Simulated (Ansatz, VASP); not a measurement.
SbPb in VASP and in Ansatz

INCAR

```
PREC     = Accurate       # precision mode
ENCUT    = 520            # plane-wave cutoff, eV
EDIFF    = 1E-7           # SCF threshold, eV
ISMEAR   = 0              # smearing method
SIGMA    = 0.15           # smearing width, eV
LREAL    = F              # projectors in reciprocal space
LASPH    = T              # aspherical terms in the spheres
NELM     = 60             # most SCF steps
ALGO     = Fast           # electronic algorithm
ISIF     = 2              # what is computed and relaxed
LWAVE    = F              # write WAVECAR
LCHARG   = F              # write CHGCAR
NBANDS   = 16             # bands
```

File KPOINTS:

```
regular mesh
0
Gamma
  14 14 14
```

File POSCAR:

```
SbPb
1.0
    0.0000000000      3.0723983048      3.3289435633
    3.0723983048      0.0000000000      3.3289435633
    3.0723983048      3.0723983048      0.0000000000
Sb Pb
1 1
Direct
    0.5000000000      0.5000000000      0.5000000000
    0.0000000000      0.0000000000      0.0000000000
```

Input for Ansatz:

```yaml
crystal:
  lattice:
    - [0.0, 3.0723983048, 3.3289435633]
    - [3.0723983048, 0.0, 3.3289435633]
    - [3.0723983048, 3.0723983048, 0.0]
  atoms:
    - { symbol: Sb, position: [0.5, 0.5, 0.5] }
    - { symbol: Pb, position: [0.0, 0.0, 0.0] }
basis:
  ecutwfc: 420
kpoints:
  mp_grid: { grid: [14, 14, 14] }
hamiltonian:
  xc: lda
scf:
  occupations: { method: gaussian, width: 0.15 }
output:
  forces: true
  stress: true
  eigenvalues: true
```

Alike in both runs: task single point; functional LDA; k mesh 14 × 14 × 14; occupations gaussian, width 0.15 eV; no spin polarisation.

|  | VASP | Ansatz |
| --- | --- | --- |
| version | VASP 6.6.1 | Ansatz 0.2.0 |
| potentials or method | VASP PAW LDA potentials, release 64 (Sb, Pb_d), cutoff 520 eV | scalar-relativistic, plane waves, PAW |
| valence electrons in the cell | 19 | 29 |

```csv
,VASP,Ansatz,Ansatz less VASP
gap on the k mesh at the Fermi level (eV),none,none,-
pressure (GPa),-1.9,-1.9,-0.04
"traceless stress, the component that is largest in VASP (GPa)",-3.63,-3.58,+0.045
```

LDA's correlation is that of Perdew and Zunger in VASP and of Perdew and Wang (1992) in Ansatz. A gap of «none» marks a metal or a gap that the smearing closes. VASP's potentials hold 19 valence electrons a cell and Ansatz's 29, so a difference there can come from the potentials and not from the codes.

Neither program's run includes spin-orbit coupling.
